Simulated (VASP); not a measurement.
# Ag (R-3m) in VASP: notebook

Ag is run at these levels: PBEsol; tasks: single point.

Program: VASP 6.6.1. These are calculated values, not measurements. Logs are shortened: lines on timing, memory, paths and dates and some standing lists are left out, and cuts for length are marked.

### Step 1. The cell of the first run

Symmetry: R-3m, No. 166, trigonal system. Conventional cell: a = 2.810 Å, b = 2.810 Å, c = 20.629 Å, α = 90.00°, β = 90.00°, γ = 120.00°. Ag (site symmetry -3m) has 12 Ag at 2.81 Å within 3.7 Å. Within 3.7 Å of Ag (site symmetry 3m) lie 12 Ag at 2.81 Å.

### Step 2. Single point, PBEsol (volume scaled by 0.94, then relaxed in part)

INCAR reads:

```
PREC = Accurate
ENCUT = 520
EDIFF = 1E-6
ISMEAR = 0
SIGMA = 0.1
LREAL = False
LASPH = True
NELM = 80
ALGO = Fast
ISIF = 2
LWAVE = False
LCHARG = False
GGA = PS
NBANDS = 24
```

KPOINTS reads:

```
Automatic mesh
0
Gamma
  18 18 18
```

POSCAR reads:

```
Ag
1.0
    1.4050895045      0.8112288037      6.8763737163
   -1.4050895045      0.8112288037      6.8763737163
    0.0000000000     -1.6224576074      6.8763737163
Ag
3
Direct
    0.0000000000      0.0000000000      0.0000000000
    0.7776871195      0.7776871195      0.7776871195
    0.2223128805      0.2223128805      0.2223128805
```

Potentials or basis: VASP PAW PBE potentials, release 64 (Ag).

Command:

```sh
$ cat potpaw_PBE.64/Ag/POTCAR > POTCAR
$ mpirun -np 1 vasp_std > vasp.out
```

OUTCAR:

```text
PREC = Accurate
   ENCUT = 520
   EDIFF = 1E-6
   ISMEAR = 0
   LREAL = False
   LASPH = True
   NELM = 80
   ISIF = 2
   GGA = PS

 ion  position               nearest neighbor table
   1  0.000  0.000  0.000-   2 2.81   2 2.81   3 2.81   3 2.81   2 2.81   3 2.81
   2  0.778  0.778  0.778-   1 2.81   1 2.81   1 2.81   3 2.81   3 2.81   3 2.81
   3  0.222  0.222  0.222-   1 2.81   1 2.81   1 2.81   2 2.81   2 2.81   2 2.81

  LATTYP: Found a trigonal (rhomboedric) cell.
 ALAT       =     7.0651881910
 COS(alpha) =     0.9208974459

  Lattice vectors:

 A1 = (   1.4050895045,   0.8112288037,   6.8763737163)
 A2 = (  -1.4050895045,   0.8112288037,   6.8763737163)
 A3 = (   0.0000000000,  -1.6224576074,   6.8763737163)

Analysis of symmetry for initial positions (statically):
=====================================================================
 Subroutine PRICEL returns:
 Original cell was already a primitive cell.

 Routine SETGRP: Setting up the symmetry group for a
 trigonal (rhombohedral) supercell.

 Subroutine GETGRP returns: Found 12 space group operations
 (whereof 12 operations were pure point group operations)
 out of a pool of 12 trial point group operations.

The static configuration has the point symmetry D_3d.

Analysis of symmetry for dynamics (positions and initial velocities):
=====================================================================
 Subroutine PRICEL returns:
 Original cell was already a primitive cell.

 Routine SETGRP: Setting up the symmetry group for a
 trigonal (rhombohedral) supercell.

 Subroutine GETGRP returns: Found 12 space group operations
 (whereof 12 operations were pure point group operations)
 out of a pool of 12 trial point group operations.

The dynamic configuration has the point symmetry D_3d.

 Subroutine INISYM returns: Found 12 space group operations
 (whereof 12 operations are pure point group operations),
 and found     1 'primitive' translations

----------------------------------------------------------------------------------------

                                     Primitive cell

  volume of cell :      47.0282

  direct lattice vectors                    reciprocal lattice vectors
     1.405089505  0.811228804  6.876373716     0.355849217  0.205449641  0.048475163
    -1.405089505  0.811228804  6.876373716    -0.355849217  0.205449641  0.048475163
     0.000000000 -1.622457607  6.876373716     0.000000000 -0.410899282  0.048475163

  length of vectors
     7.065188191  7.065188191  7.065188191     0.413748791  0.413748791  0.413748791

  position of ions in fractional coordinates (direct lattice)
     0.000000000  0.000000000  0.000000000
     0.777687120  0.777687120  0.777687120
     0.222312880  0.222312880  0.222312880

  ion indices of the primitive-cell ions
   primitive index   ion index
                 1           1
                 2           2
                 3           3

----------------------------------------------------------------------------------------

 KPOINTS: Automatic mesh

Automatic generation of k-mesh.
 Grid dimensions read from file:
 generate k-points for:   18   18   18

 Generating k-lattice:

  Cartesian coordinates                     Fractional coordinates (reciprocal lattice)
     0.019769401  0.011413869  0.002693065     0.055555556 -0.000000000  0.000000000
    -0.019769401  0.011413869  0.002693065    -0.000000000  0.055555556  0.000000000
     0.000000000 -0.022827738  0.002693065     0.000000000  0.000000000  0.055555556

  Length of vectors
     0.022986044  0.022986044  0.022986044

  Shift w.r.t. Gamma in fractional coordinates (k-lattice)
     0.000000000  0.000000000  0.000000000

 Subroutine IBZKPT returns following result:
 ===========================================

 Found    580 irreducible k-points:

 Following reciprocal coordinates:
            Coordinates               Weight
  0.000000  0.000000  0.000000      1.000000
  0.055556 -0.000000  0.000000      6.000000
  0.111111 -0.000000  0.000000      6.000000
  0.166667 -0.000000 -0.000000      6.000000
  0.222222 -0.000000 -0.000000      6.000000
  0.277778 -0.000000  0.000000      6.000000
[... 16 lines left out ...]
 -0.277778  0.055556 -0.000000     12.000000
 -0.222222  0.055556  0.000000     12.000000
 [... further k-points ...]
   k-points           NKPTS =    580   k-points in BZ     NKDIM =    580   number of bands    NBANDS=     24
   number of dos      NEDOS =    301   number of ions     NIONS =      3
   total plane-waves  NPLWV = 157464
   dimension x,y,z NGX =    54 NGY =   54 NGZ =   54
   dimension x,y,z NGXF=   108 NGYF=  108 NGZF=  108
   ions per type =               3
   NGX,Y,Z   is equivalent  to a cutoff of  12.71, 12.71, 12.71 a.u.
   NGXF,Y,Z  is equivalent  to a cutoff of  25.41, 25.41, 25.41 a.u.
 SYSTEM =  unknown system
   PREC   = accura    normal or accurate (medium, high low for compatibility)
   ISTART =      0    job   : 0-new  1-cont  2-samecut
   ICHARG =      2    charge: 1-file 2-atom 10-const
   ISPIN  =      1    spin polarized calculation?
   LNONCOLLINEAR =      F non collinear calculations
   LSORBIT =      F    spin-orbit coupling
   LASPH  =      T    aspherical Exc in radial PAW
   ENCUT  =  520.0 eV  38.22 Ry    6.18 a.u.  13.14 13.14 13.14*2*pi/ulx,y,z
   NELM   =     80;   NELMIN=  2; NELMDL= -5     # of ELM steps
   EDIFF  = 0.1E-05   stopping-criterion for ELM
   LREAL  =      F    real-space projection
   EDIFFG = 0.1E-04   stopping-criterion for IOM
   NSW    =      0    number of steps for IOM
   IBRION =     -1    ionic relax: 0-MD 1-quasi-New 2-CG
   NFREE  =      0    steps in history (QN), initial steepest desc. (CG)
   ISIF   =      2    stress and relaxation
   ISYM   =      2    0-nonsym 1-usesym 2-fastsym
   POTIM  = 0.5000    time-step for ionic-motion
   TEBEG  =    0.0;   TEEND  =   0.0 temperature during run
   PSTRESS=    0.0 pullay stress
   NELECT =      33.0000    total number of electrons
   NUPDOWN=      -1.0000    fix difference up-down
   EMIN   =  10.00;   EMAX   =-10.00  energy-range for DOS
   EFERMI =   0.00;   METHOD = LEGACY
   ISMEAR =     0;   SIGMA  =   0.10  broadening in eV -4-tet -1-fermi 0-gaus
   EFERMI_NEDOS =   21; number of points for ismear=-14 and -15
   IALGO  =     68    algorithm
   IMIX   =      4    mixing-type and parameters
     AMIX     =   0.40;   BMIX     =  1.00
     AMIX_MAG =   1.60;   BMIX_MAG =  1.00
  volume/ion in A,a.u.               =      15.68       105.79
  Fermi-wavevector in a.u.,A,eV,Ry     =   1.454767  2.749111 28.794651  2.116347
  Thomas-Fermi vector in A             =   2.571880
   LORBIT       =      0    0 simple, 1 ext, 2 COOP (PROOUT), +10 PAW based schemes
   GGA     = PS    functional components
   LHFCALC =     F    Hartree Fock is set to
   AEXX    =    0.0000 exact exchange contribution
   IVDW    =     0    specifies the selected vdW correction
   LEPSILON=     F    determine dielectric tensor
   LRPA    =     F    only Hartree local field effects (RPA)
 non-spin polarized calculation
 RMM-DIIS sequential band-by-band and
 Gauss-broadening in eV      SIGMA  =   0.10
  energy-cutoff  :      520.00
  volume of cell :       47.03
 maximum number of plane-waves:      1288
 NGX is ok and might be reduce to    54
   NGX = 27   NGY = 27   NGZ = 27

 number of electron      32.9999995 magnetization

 Free energy of the ion-electron system (eV)
  ---------------------------------------------------
  ext. energy  EPLUGINS =         0.00000000
  ---------------------------------------------------
  free energy    TOTEN  =        -9.84655741 eV

  energy without entropy =       -9.84251380  energy(sigma->0) =       -9.84453560

 E-fermi :   9.4182     XC(G=0): -12.9206

 val. band max:        9.4171891012   @ k =   0.2778   0.2222   0.0556
 cond. band min:       9.4267237163   @ k =  -0.3889   0.5000   0.1111
 fundamental gap:      0.0095346151
 Fermi energy:         9.4182484350

 k-point     1 :       0.0000    0.0000    0.0000
  band No.  band energies     occupation
      1       0.9809      2.00000
      2       2.6260      2.00000
      3       2.6352      2.00000
      4       4.3376      2.00000
      5       4.3376      2.00000
      6       4.3573      2.00000
[... 16 lines left out ...]
     23      26.7738      0.00000
     24      28.3235      0.00000

 k-point     2 :       0.0556   -0.0000    0.0000
  band No.  band energies     occupation
      1       1.0743      2.00000
      2       2.6956      2.00000
      3       2.7049      2.00000
      4       4.2970      2.00000
      5       4.3108      2.00000
      6       4.3828      2.00000
[... 16 lines left out ...]
     23      26.7165      0.00000
     24      27.7549      0.00000

 k-point     3 :       0.1111   -0.0000    0.0000
  band No.  band energies     occupation
      1       1.3463      2.00000
      2       2.8878      2.00000
      3       2.8969      2.00000
      4       4.1645      2.00000
      5       4.2024      2.00000
      6       4.4108      2.00000
[... 16 lines left out ...]
     23      26.3434      0.00000
     24      26.9011      0.00000

 k-point     4 :       0.1667   -0.0000   -0.0000
  band No.  band energies     occupation
      1       1.7655      2.00000
      2       3.1318      2.00000
      3       3.1463      2.00000
      4       3.9230      2.00000
      5       4.0695      2.00000
      6       4.2208      2.00000
[... 16 lines left out ...]
     23      26.0166      0.00000
     24      26.0973      0.00000

 k-point     5 :       0.2222   -0.0000   -0.0000
  band No.  band energies     occupation
      1       2.2523      2.00000
      2       3.2331      2.00000
      3       3.3184      2.00000
      4       3.6452      2.00000
      5       3.9059      2.00000
      6       4.1515      2.00000
[... 16 lines left out ...]
     23      24.9086      0.00000
     24      24.9680      0.00000

 k-point     6 :       0.2778   -0.0000    0.0000
  band No.  band energies     occupation
      1       2.6281      2.00000
      2       3.1228      2.00000
      3       3.2564      2.00000
      4       3.4521      2.00000
      5       3.7024      2.00000
      6       4.3061      2.00000
[... 16 lines left out ...]
     23      23.3041      0.00000
     24      23.9132      0.00000
[... 379 lines left out ...]
 k-point    21 :      -0.3889    0.0556    0.0000
  band No.  band energies     occupation
      1       2.5968      2.00000
      2       2.8730      2.00000
      3       2.9692      2.00000
      4       3.1922      2.00000
      5       3.3305      2.00000
      6       4.3553      2.00000
[... 16 lines left out ...]
     23      21.4724      0.00000
     24      22.0539      0.00000

 k-point    22 :      -0.3333    0.0556    0.0000
  band No.  band energies     occupation
      1       2.7144      2.00000
      2       2.9634      2.00000
      3       3.0899      2.00000
      4       3.2824      2.00000
      5       3.4391      2.00000
      6       4.4127      2.00000
[... 16 lines left out ...]
     23      21.8838      0.00000
     24      22.2247      0.00000

 k-point    23 :      -0.2778    0.0556   -0.0000
  band No.  band energies     occupation
      1       2.7722      2.00000
      2       3.1013      2.00000
      3       3.2084      2.00000
      4       3.4236      2.00000
      5       3.5782      2.00000
      6       4.3556      2.00000
[... 16 lines left out ...]
     23      22.5284      0.00000
     24      22.8005      0.00000

 k-point    24 :      -0.2222    0.0556    0.0000
  band No.  band energies     occupation
      1       2.5313      2.00000
      2       3.2568      2.00000
      3       3.3494      2.00000
      4       3.5789      2.00000
      5       3.7491      2.00000
      6       4.1370      2.00000
[... 16 lines left out ...]
     23      23.3907      0.00000
     24      24.1559      0.00000

 [... further k-points ...]
[... 5 lines left out ...]
  --------------------------------------------------------------------------------------
  -------------------------------------------------------------------------------------
  Total        2.4670406      2.4670406      2.4667385      0.0000000     -0.0000000     -0.0000000
  in kB       84.0482765     84.0482765     84.0379830      0.0000000     -0.0000000     -0.0000000
  external PRESSURE =      84.0448454 kB  Pullay stress =       0.0000000 kB

 VOLUME and BASIS-vectors are now :
 -----------------------------------------------------------------------------
  energy-cutoff  :      520.00
  volume of cell :       47.03
      direct lattice vectors                 reciprocal lattice vectors
     1.405089505  0.811228804  6.876373716     0.355849217  0.205449641  0.048475163
    -1.405089505  0.811228804  6.876373716    -0.355849217  0.205449641  0.048475163
     0.000000000 -1.622457607  6.876373716     0.000000000 -0.410899282  0.048475163

 POSITION                                       TOTAL-FORCE (eV/Angst)
 -----------------------------------------------------------------------------------
      0.00000      0.00000      0.00000         0.000000     -0.000000      0.000000
      0.00000      0.00000     16.04300         0.000000     -0.000000     -0.001736
      0.00000      0.00000      4.58612         0.000000      0.000000      0.001736
 -----------------------------------------------------------------------------------
    total drift:                               -0.000000      0.000000     -0.000000

  FREE ENERGIE OF THE ION-ELECTRON SYSTEM (eV)
  ---------------------------------------------------
  free  energy   TOTEN  =        -9.8465574082 eV

  energy  without entropy=       -9.8425138009  energy(sigma->0) =       -9.84453560
```

Run time: 27 min. Hardware: 1 thread of Intel Xeon 6975P-C (Granite Rapids), shared host; peak memory 0.77 GiB.

Results:

* Free energy: -9.8466 eV
* Pressure: 8.4 GPa

Levels at points of the mesh, in eV from the Fermi level:
| k point | band 15 | band 16 | band 17 | band 18 | band 19 | band 20 |
| --- | --- | --- | --- | --- | --- | --- |
| (0.00, 0.00, 0.00) | -3.35 | -3.35 | -3.20 | -3.20 | 8.56 | 8.59 |
| (0.50, 0.00, 0.00) | -2.79 | -0.20 | 1.18 | 1.45 | 5.46 | 5.57 |
| (0.50, 0.50, 0.00) | -2.75 | 0.03 | 0.54 | 1.72 | 4.63 | 6.43 |
| (0.50, 0.50, 0.50) | -3.72 | -3.02 | -3.02 | -0.65 | 4.12 | 14.55 |

Caveat: the PAW data sets were made with another functional, which shifts forces and pressure a little.

(Part 1 of 2 ends here.)
